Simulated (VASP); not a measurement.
# Si3H2C4 in VASP: further runs

The runs below take Si3H2C4 through single point, relaxation of the atoms, with PBEsol.

Everything below comes from runs of VASP 6.6.1. Logs are shortened: lines on timing, memory, paths and dates and some standing lists are left out, and cuts for length are marked.

**1. The cell of the first run**

The cell holds a slab with vacuum, 18 atoms: a = 6.161 Å, b = 3.081 Å, c = 20.037 Å, α = 90.00°, β = 90.00°, γ = 90.00°.

**2. Single point, PBEsol**

File INCAR:

```
PREC = Accurate ; ENCUT = 520
EDIFF = 1E-6 ; ISMEAR = 0
SIGMA = 0.05 ; LREAL = Auto
LASPH = True ; NELM = 60
ALGO = Normal ; ISIF = 2
LWAVE = False ; LCHARG = False
LDIPOL = True ; IDIPOL = 3
DIPOL = 0.5 0.5 0.352 ; GGA = PS
NBANDS = 45
```

File KPOINTS:

```
regular mesh
0
Gamma
  4 8 1
```

File POSCAR:

```
Si3H2C4
1.0
    6.1612406585      0.0000000000      0.0000000000
    0.0000000000      3.0806203293      0.0000000000
    0.0000000000      0.0000000000     20.0373883794
C Si H
8 6 4
Direct
    0.5000000000      0.5000000000      0.2321862369
    0.0000000000      0.5000000000      0.2321862369
    0.7500000000      0.0000000000      0.3408993827
    0.2500000000      0.0000000000      0.3408993827
   -0.0116660061      0.5000000000      0.4617043793
    0.5068317585      0.5000000000      0.4435232997
    0.3874709134      0.0000000000      0.5395091369
    0.5970493653      0.0000000000      0.5676066110
    0.2500000000      0.5000000000      0.2865428098
    0.7500000000      0.5000000000      0.2865428098
    0.5025596447      0.0000000000      0.3927429202
   -0.0063110070      0.0000000000      0.4008327749
    0.7103882957      0.5000000000      0.5159183706
    0.2665458679      0.5000000000      0.5015434332
    0.5000000000      0.2248963861      0.1983620084
    0.5000000000      0.7751036139      0.1983620084
    0.0000000000      0.7747262802      0.1982371399
    0.0000000000      0.2252737198      0.1982371399
```

Potentials or basis: VASP PAW PBE potentials, release 64 (C, Si, H).

Command:

```
$ cat potpaw_PBE.64/C/POTCAR potpaw_PBE.64/Si/POTCAR potpaw_PBE.64/H/POTCAR > POTCAR
$ mpirun -np 1 vasp_std > vasp.out
```

OUTCAR:

```text
PREC = Accurate
   ENCUT = 520
   EDIFF = 1E-6
   ISMEAR = 0
   LREAL = Auto
   LASPH = True
   NELM = 60
   ISIF = 2
   GGA = PS

 ion  position               nearest neighbor table
   1  0.500  0.500  0.232-  15 1.09  16 1.09   9 1.89  10 1.89
   2  0.000  0.500  0.232-  17 1.09  18 1.09   9 1.89  10 1.89
   3  0.750  0.000  0.341-  11 1.84  10 1.89  10 1.89  12 1.92
   4  0.250  0.000  0.341-  11 1.87   9 1.89   9 1.89  12 1.98
   5  0.988  0.500  0.462-  14 1.89  12 1.97  12 1.97  13 2.03
   6  0.507  0.500  0.444-  11 1.85  11 1.85  14 1.88  13 1.92
   7  0.387  0.000  0.540-   8 1.41  14 1.87  14 1.87  13 2.56  13 2.56
   8  0.597  0.000  0.568-   7 1.41  13 1.98  13 1.98
   9  0.250  0.500  0.287-   1 1.89   2 1.89   4 1.89   4 1.89  11 3.05  11 3.05  10 3.08  10 3.08

  10  0.750  0.500  0.287-   1 1.89   2 1.89   3 1.89   3 1.89  11 3.04  11 3.04   9 3.08   9 3.08
                            12 3.14  12 3.14
  11  0.503  0.000  0.393-   3 1.84   6 1.85   6 1.85   4 1.87  12 3.03  10 3.04  10 3.04  14 3.04
                            14 3.04   9 3.05   9 3.05  12 3.14
  12  0.994  0.000  0.401-   3 1.92   5 1.97   5 1.97   4 1.98  11 3.03  14 3.04  14 3.04  11 3.14
                            10 3.14  10 3.14
  13  0.710  0.500  0.516-   6 1.92   8 1.98   8 1.98   5 2.03   7 2.56   7 2.56  14 2.75
  14  0.267  0.500  0.502-   7 1.87   7 1.87   6 1.88   5 1.89  13 2.75  11 3.04  11 3.04  12 3.04
                            12 3.04
  15  0.500  0.225  0.198-   1 1.09
  16  0.500  0.775  0.198-   1 1.09
  17  0.000  0.775  0.198-   2 1.09
  18  0.000  0.225  0.198-   2 1.09

  LATTYP: Found a simple orthorhombic cell.
 ALAT       =     3.0806203293
 B/A-ratio  =     2.0000000000
 C/A-ratio  =     6.5043355680

  Lattice vectors:

 A1 = (   0.0000000000,  -3.0806203293,   0.0000000000)
 A2 = (   6.1612406585,   0.0000000000,   0.0000000000)
 A3 = (   0.0000000000,   0.0000000000,  20.0373883794)

Analysis of symmetry for initial positions (statically):
=====================================================================
 Subroutine PRICEL returns:
 Original cell was already a primitive cell.

 Routine SETGRP: Setting up the symmetry group for a
 simple orthorhombic supercell.

 Subroutine GETGRP returns: Found  2 space group operations
 (whereof  2 operations were pure point group operations)
 out of a pool of  8 trial point group operations.

The static configuration has the point symmetry C_1h.

Analysis of symmetry for dynamics (positions and initial velocities):
=====================================================================
 Subroutine PRICEL returns:
 Original cell was already a primitive cell.

 Routine SETGRP: Setting up the symmetry group for a
 simple orthorhombic supercell.

 Subroutine GETGRP returns: Found  2 space group operations
 (whereof  2 operations were pure point group operations)
 out of a pool of  8 trial point group operations.

The dynamic configuration has the point symmetry C_1h.

 Subroutine INISYM returns: Found  2 space group operations
 (whereof  2 operations are pure point group operations),
 and found     1 'primitive' translations

----------------------------------------------------------------------------------------

                                     Primitive cell

  volume of cell :     380.3185

  direct lattice vectors                    reciprocal lattice vectors
     6.161240658  0.000000000  0.000000000     0.162304973  0.000000000  0.000000000
     0.000000000  3.080620329  0.000000000     0.000000000  0.324609946  0.000000000
     0.000000000  0.000000000 20.037388379     0.000000000  0.000000000  0.049906703

  length of vectors
     6.161240658  3.080620329 20.037388379     0.162304973  0.324609946  0.049906703

  position of ions in fractional coordinates (direct lattice)
     0.500000000  0.500000000  0.232186237
     0.000000000  0.500000000  0.232186237
     0.750000000  0.000000000  0.340899383
     0.250000000  0.000000000  0.340899383
     0.988333994  0.500000000  0.461704379
     0.506831758  0.500000000  0.443523300
[... 10 lines left out ...]
     0.000000000  0.774726280  0.198237140
     0.000000000  0.225273720  0.198237140

[... 34 lines left out ...]
     0.000000000  0.000000000  0.049906703     0.000000000  0.000000000  1.000000000

  Length of vectors
     0.040576243  0.040576243  0.049906703

  Shift w.r.t. Gamma in fractional coordinates (k-lattice)
     0.000000000  0.000000000  0.000000000

 Subroutine IBZKPT returns following result:
 ===========================================

 Found     15 irreducible k-points:

 Following reciprocal coordinates:
            Coordinates               Weight
  0.000000  0.000000  0.000000      1.000000
  0.250000  0.000000  0.000000      2.000000
  0.500000  0.000000  0.000000      1.000000
  0.000000  0.125000  0.000000      2.000000
  0.250000  0.125000  0.000000      4.000000
  0.500000  0.125000  0.000000      2.000000
[... 23 lines left out ...]
   LSORBIT =      F    spin-orbit coupling
   LASPH  =      T    aspherical Exc in radial PAW
   ENCUT  =  520.0 eV  38.22 Ry    6.18 a.u.  11.46  5.73 37.26*2*pi/ulx,y,z
   NELM   =     60;   NELMIN=  2; NELMDL= -5     # of ELM steps
   EDIFF  = 0.1E-05   stopping-criterion for ELM
   LREAL  =      T    real-space projection
   EDIFFG = 0.1E-04   stopping-criterion for IOM
   NSW    =      0    number of steps for IOM
   IBRION =     -1    ionic relax: 0-MD 1-quasi-New 2-CG
   NFREE  =      0    steps in history (QN), initial steepest desc. (CG)
   ISIF   =      2    stress and relaxation
   ISYM   =      2    0-nonsym 1-usesym 2-fastsym
   POTIM  = 0.5000    time-step for ionic-motion
   TEBEG  =    0.0;   TEEND  =   0.0 temperature during run
   PSTRESS=    0.0 pullay stress
   NELECT =      60.0000    total number of electrons
   NUPDOWN=      -1.0000    fix difference up-down
   EMIN   =  10.00;   EMAX   =-10.00  energy-range for DOS
   EFERMI =   0.00;   METHOD = LEGACY
   ISMEAR =     0;   SIGMA  =   0.05  broadening in eV -4-tet -1-fermi 0-gaus
   EFERMI_NEDOS =   21; number of points for ismear=-14 and -15
   IALGO  =     38    algorithm
   IMIX   =      4    mixing-type and parameters
     AMIX     =   0.40;   BMIX     =  1.00
     AMIX_MAG =   1.60;   BMIX_MAG =  1.00
  volume/ion in A,a.u.               =      21.13       142.58
  Fermi-wavevector in a.u.,A,eV,Ry     =   0.884591  1.671636 10.646588  0.782502
  Thomas-Fermi vector in A             =   2.005512
   LORBIT       =      0    0 simple, 1 ext, 2 COOP (PROOUT), +10 PAW based schemes
   GGA     = PS    functional components
   LHFCALC =     F    Hartree Fock is set to
   AEXX    =    0.0000 exact exchange contribution
   IVDW    =     0    specifies the selected vdW correction
   LEPSILON=     F    determine dielectric tensor
   LRPA    =     F    only Hartree local field effects (RPA)
 non-spin polarized calculation
 Gauss-broadening in eV      SIGMA  =   0.05
  energy-cutoff  :      520.00
  volume of cell :      380.32
 maximum number of plane-waves:     10275
 NGX is ok and might be reduce to    48
   NGX = 23   NGY = 11   NGZ = 75

 dipolmoment           0.000000      0.000000     -0.002176 electrons x Angstroem

 number of electron      59.9999999 magnetization

 dipolmoment           0.000000      0.000000      0.185575 electrons x Angstroem

 Free energy of the ion-electron system (eV)
  ---------------------------------------------------
  ext. energy  EPLUGINS =         0.00000000
  ---------------------------------------------------
  free energy    TOTEN  =      -122.88165082 eV

  energy without entropy =     -122.87957022  energy(sigma->0) =     -122.88061052

 E-fermi :   1.0326     XC(G=0):  -5.3171

 val. band max:        1.0321850693   @ k =   0.0000   0.3750   0.0000
 cond. band min:       1.1020363392   @ k =   0.0000   0.0000   0.0000
 fundamental gap:      0.0698512699
 Fermi energy:         1.0326195371

 k-point     1 :       0.0000    0.0000    0.0000
  band No.  band energies     occupation
      1     -15.8145      2.00000
      2     -14.8439      2.00000
      3     -13.5127      2.00000
      4     -12.6046      2.00000
      5     -12.3253      2.00000
      6     -12.2587      2.00000
[... 664 lines left out ...]
     41       5.9015      0.00000
     42       6.3962      0.00000
 [bands above 42 left out]

------------------------ aborting loop because EDIFF is reached ----------------------------------------

 vacuum level on the upper side and lower side of the slab       (xc-potential included)         0.697        -1.007

  FORCE on cell =-STRESS in cart. coord.  units (eV):
  Direction    XX          YY          ZZ          XY          YZ          ZX
  --------------------------------------------------------------------------------------
  -------------------------------------------------------------------------------------
  Total       -4.4046018     10.3748917     -6.1632126      0.0000000      0.0000000      0.0262046
  in kB      -18.5553763     43.7065663    -25.9639202      0.0000000      0.0000000      0.1103927
  external PRESSURE =      -0.2709101 kB  Pullay stress =       0.0000000 kB

 VOLUME and BASIS-vectors are now :
 -----------------------------------------------------------------------------
  energy-cutoff  :      520.00
  volume of cell :      380.32
      direct lattice vectors                 reciprocal lattice vectors
     6.161240658  0.000000000  0.000000000     0.162304973  0.000000000  0.000000000
     0.000000000  3.080620329  0.000000000     0.000000000  0.324609946  0.000000000
     0.000000000  0.000000000 20.037388379     0.000000000  0.000000000  0.049906703

 POSITION                                       TOTAL-FORCE (eV/Angst)
 -----------------------------------------------------------------------------------
      3.08062      1.54031      4.65241         0.004844      0.000000      0.742565
      0.00000      1.54031      4.65241        -0.002816      0.000000      0.556862
      4.62093      0.00000      6.83073         0.800647      0.000000     -0.154249
      1.54031      0.00000      6.83073        -0.809173      0.000000      0.550483
      6.08936      1.54031      9.25135        -0.006054      0.000000      0.017234
      3.12271      1.54031      8.88705         0.000062      0.000000     -0.019752
[... 10 lines left out ...]
      0.00000      2.38664      3.97215         0.003156      0.027992     -0.021064
      0.00000      0.69398      3.97215         0.003156     -0.027992     -0.021064
 -----------------------------------------------------------------------------------
    total drift:                               -0.001920     -0.000000     -0.001892

  FREE ENERGIE OF THE ION-ELECTRON SYSTEM (eV)
  ---------------------------------------------------
  free  energy   TOTEN  =      -122.8816508250 eV

  energy  without entropy=     -122.8795702198  energy(sigma->0) =     -122.88061052

 vacuum level on the upper side and lower side of the slab         5.794         4.038
```

It took 5.7 min on 1 thread of Intel Xeon 6975P-C (Granite Rapids), shared host; peak memory 0.51 GiB.

What came out:

```
Free energy            : -122.8817 eV
Largest force          : 3.460 eV/Å
Band gap on the k mesh : zero (bands 30 and 31 overlap by 0.60 eV)
```

Forces on the atoms (eV/Å):
```
C    0.005  0.000  0.743
C   -0.003  0.000  0.557
C    0.801  0.000 -0.154
C   -0.809  0.000  0.550
C   -0.006  0.000  0.017
C    0.000  0.000 -0.020
C   -0.065  0.000  2.817
C    0.074  0.000 -3.459
Si  -0.450  0.000 -0.455
Si   0.449  0.000 -0.514
Si  -0.007  0.000  0.003
Si   0.002  0.000  0.004
Si   0.022  0.000 -0.004
Si  -0.020  0.000  0.005
H    0.000 -0.030 -0.025
H    0.000  0.030 -0.025
H    0.003  0.028 -0.021
H    0.003 -0.028 -0.021
```

Levels at points of the mesh, in eV from the Fermi level:
```
           k point  band 28  band 29  band 30  band 31  band 32  band 33
(0.00, 0.00, 0.00)    -1.91    -1.56     0.07     0.36     0.96     2.34
(0.50, 0.00, 0.00)    -1.89    -1.83     0.23     0.40     2.21     2.57
(0.00, 0.50, 0.00)    -2.26    -2.25    -1.86    -0.37     1.16     2.12
(0.50, 0.50, 0.00)    -3.39    -2.69    -2.53     0.35     1.93     2.23
```

Caveat: the PAW data sets were made with another functional, which shifts forces and pressure a little.

**3. Single point, PBEsol**

File INCAR:

```
PREC = Accurate
ENCUT = 520
EDIFF = 1E-7
ISMEAR = 0
SIGMA = 0.05
LREAL = Auto
LASPH = True
NELM = 80
ALGO = Normal
ISIF = 2
LWAVE = False
LCHARG = False
LDIPOL = True
IDIPOL = 3
DIPOL = 0.5 0.5 0.354
GGA = PS
NBANDS = 45
```

File KPOINTS:

```
Automatic mesh
0
Gamma
  4 8 1
```

File POSCAR:

```
Si3H2C4
1.0
    6.1612406585      0.0000000000      0.0000000000
    0.0000000000      3.0806203293      0.0000000000
    0.0000000000      0.0000000000     20.0373883794
C Si H
8 6 4
Direct
    0.5000000000      0.5000000000      0.2321862369
    0.0000000000      0.5000000000      0.2321862369
    0.7500000000      0.0000000000      0.3408993827
    0.2500000000      0.0000000000      0.3408993827
   -0.0053511673      0.5000000000      0.4646482768
    0.5031801340      0.5000000000      0.4473158654
    0.3867656189      0.0000000000      0.5537325474
    0.6069048491      0.0000000000      0.5676066110
    0.2500000000      0.5000000000      0.2865428098
    0.7500000000      0.5000000000      0.2865428098
    0.5012376552      0.0000000000      0.3948142382
   -0.0030402060      0.0000000000      0.4024571261
    0.7167721402      0.5000000000      0.5166039487
    0.2725152755      0.5000000000      0.5094606740
    0.5000000000      0.2248963861      0.1983620084
    0.5000000000      0.7751036139      0.1983620084
    0.0000000000      0.7747262802      0.1982371399
    0.0000000000      0.2252737198      0.1982371399
```

Potentials or basis: VASP PAW PBE potentials, release 64 (C, Si, H).

Command:

```
$ cat potpaw_PBE.64/C/POTCAR potpaw_PBE.64/Si/POTCAR potpaw_PBE.64/H/POTCAR > POTCAR
$ mpirun -np 1 vasp_std > vasp.out
```

Wall time 5.7 min (1 thread of Intel Xeon 6975P-C (Granite Rapids), shared host); peak memory 0.51 GiB.

Results (log left out):

- Free energy: -123.3511 eV
- Largest force: 2.462 eV/Å
- Band gap on the k mesh: zero (bands 30 and 31 overlap by 0.81 eV)

Forces in eV/Å, atoms in the order of the input:
```
C    0.003  0.000  0.740
C   -0.002  0.000  0.572
C    0.625  0.000  0.598
C   -0.629  0.000  0.886
C    0.004  0.000  0.010
C   -0.001  0.000 -0.014
C   -0.076  0.000  0.483
C    0.074  0.000 -2.461
Si  -0.409  0.000 -0.348
Si   0.407  0.000 -0.378
Si   0.001  0.000  0.000
Si  -0.001  0.000 -0.006
Si   0.016  0.000  0.009
Si  -0.014  0.000  0.002
H    0.000 -0.029 -0.027
H    0.000  0.029 -0.027
H    0.001  0.026 -0.019
H    0.001 -0.026 -0.019
```

Levels at points of the mesh, in eV from the Fermi level:
```
           k point  band 28  band 29  band 30  band 31  band 32  band 33
(0.00, 0.00, 0.00)    -1.86    -1.46     0.23     0.67     0.95     2.45
(0.50, 0.00, 0.00)    -1.95    -1.77     0.39     0.61     2.28     2.59
(0.00, 0.50, 0.00)    -2.10    -2.02    -1.81    -0.42     1.14     2.31
(0.50, 0.50, 0.00)    -3.38    -2.81    -2.56     0.36     1.92     2.32
```

Caveat: the PAW data sets were made with another functional, which shifts forces and pressure a little.

**4. Relaxation of the atoms, PBEsol**

File INCAR:

```
PREC = Accurate
ENCUT = 520
EDIFF = 1E-6
ISMEAR = 0
SIGMA = 0.05
LREAL = Auto
LASPH = True
NELM = 60
ALGO = Fast
ISIF = 2
LWAVE = False
LCHARG = False
LDIPOL = True
IDIPOL = 3
DIPOL = 0.5 0.5 0.351
GGA = PS
IBRION = 2
NSW = 50
EDIFFG = -0.03
```

File KPOINTS:

```
regular mesh
0
Gamma
  4 8 1
```

File POSCAR:

```
Si3H2C4
1.0
    6.1612406585      0.0000000000      0.0000000000
    0.0000000000      3.0806203293      0.0000000000
    0.0000000000      0.0000000000     20.0373883794
C Si H
8 6 4
Selective dynamics
Direct
    0.5000000000      0.5000000000      0.2321862369  F F F
    0.0000000000      0.5000000000      0.2321862369  F F F
    0.7500000000      0.0000000000      0.3408993827  F F F
    0.2500000000      0.0000000000      0.3408993827  F F F
   -0.0060123087      0.5000000000      0.4599072522  T T T
    0.5045672846      0.5000000000      0.4410703066  T T T
    0.3884848442      0.0000000000      0.5395091369  T T F
    0.6093779371      0.0000000000      0.5606695792  T T F
    0.2500000000      0.5000000000      0.2865428098  F F F
    0.7500000000      0.5000000000      0.2865428098  F F F
    0.5014435691      0.0000000000      0.3914718123  T T T
   -0.0033255690      0.0000000000      0.3996401420  T T T
    0.7175835644      0.5000000000      0.5098348878  T T T
    0.2714713899      0.5000000000      0.5021408363  T T T
    0.5000000000      0.2248963861      0.1983620084  F F F
    0.5000000000      0.7751036139      0.1983620084  F F F
    0.0000000000      0.7747262802      0.1982371399  F F F
    0.0000000000      0.2252737198      0.1982371399  F F F
```

Command:

```
$ cat potpaw_PBE.64/C/POTCAR potpaw_PBE.64/Si/POTCAR potpaw_PBE.64/H/POTCAR > POTCAR
$ mpirun -np 1 vasp_std > vasp.out
```

Wall time 42 min (1 thread of Oxide Virtual Turin-like, shared host); peak memory 0.51 GiB.

It converged, with:

```yaml
Free_energy: -123.3073 eV
Energy_gained_by_relaxing: 2.3 meV/atom
Ionic_steps: 14
Band_gap_on_the_k_mesh: zero (bands 30 and 31 overlap by 0.32 eV)
```

The path:
| step | energy change (eV) | largest force on free atoms (eV/Å) | pressure (GPa) |
| --- | --- | --- | --- |
| 1 | 0.0000 | 0.9873 | 0.54 |
| 2 | 0.0287 | 2.2450 | 0.97 |
| 3 | -0.0219 | 0.3872 | 0.69 |
| 4 | -0.0316 | 0.2380 | 0.66 |
| 5 | -0.0343 | 0.2946 | 0.64 |
| 6 | -0.0388 | 0.1152 | 0.64 |
| 7 | -0.0388 | 0.1323 | 0.64 |
| 8 | -0.0400 | 0.1173 | 0.61 |
| 9 | -0.0401 | 0.0733 | 0.62 |
| 10 | -0.0408 | 0.0555 | 0.63 |
| 11 | -0.0408 | 0.0545 | 0.63 |
| 12 | -0.0409 | 0.0766 | 0.62 |
| 13 | -0.0410 | 0.0356 | 0.62 |
| 14 | -0.0411 | 0.0273 | 0.63 |

Final structure:
```
C Si H
1.0
     6.16124    0.00000    0.00000
     0.00000    3.08062    0.00000
     0.00000    0.00000   20.03739
C Si H
8 6 4
Cartesian
  3.0806 1.5403 4.6524
  0.0000 1.5403 4.6524
  4.6209 0.0000 6.8307
  1.5403 0.0000 6.8307
  6.1126 1.5403 9.2425
  3.1241 1.5403 8.8679
  2.4011 0.0000 10.8104
  3.7394 0.0000 11.2344
  1.5403 1.5403 5.7416
  4.6209 1.5403 5.7416
  3.0944 0.0000 7.8596
  6.1329 0.0000 8.0245
  4.4041 1.5403 10.2954
  1.6666 1.5403 10.0661
  3.0806 0.6928 3.9747
  3.0806 2.3878 3.9747
  0.0000 2.3866 3.9722
  0.0000 0.6940 3.9722
```

Levels at points of the mesh, in eV from the Fermi level:
```
           k point  band 27  band 28  band 29  band 30  band 31  band 32  band 33  band 34
(0.00, 0.00, 0.00)    -1.83    -1.78    -1.52    -0.12     0.56     1.07     2.48     2.70
(0.50, 0.00, 0.00)    -2.03    -1.75    -1.74     0.06     0.57     2.24     2.78     2.81
(0.00, 0.50, 0.00)    -2.49    -2.24    -2.16    -1.81    -0.26     1.24     2.35     2.97
(0.50, 0.50, 0.00)    -3.57    -3.27    -2.65    -2.40     0.45     2.06     2.39     2.83
```

Caveat: the PAW data sets were made with another functional, which shifts forces and pressure a little.

**5. Summary**

```csv
task,cell,atoms held fixed (from 0),atoms held along some axes (from 0),gap on the mesh (eV),largest force (eV/Å)
single point,"as given, atomic positions A",-,-,none,3.46
single point,"as given, atomic positions B",-,-,none,2.46
relaxation of the atoms,"atoms relaxed, atomic positions C","[0, 1, 2, 3, 8, 9, 14, 15, 16, 17]",atom 6 along c; atom 7 along c,none,-
```

Alike in all rows: level PBEsol; potentials or basis VASP PAW PBE potentials, release 64 (C, Si, H); no spin polarisation; k mesh 4 × 8 × 1; cutoff (eV) 520; smearing gaussian 0.05 eV.

Caveats: the PAW data sets were made with another functional, which shifts forces and pressure a little.

Total energies depend on the potentials used, so only differences within one code and one set of settings carry meaning.

The gap in the log of VASP goes by the Fermi energy; the results here count the filled bands.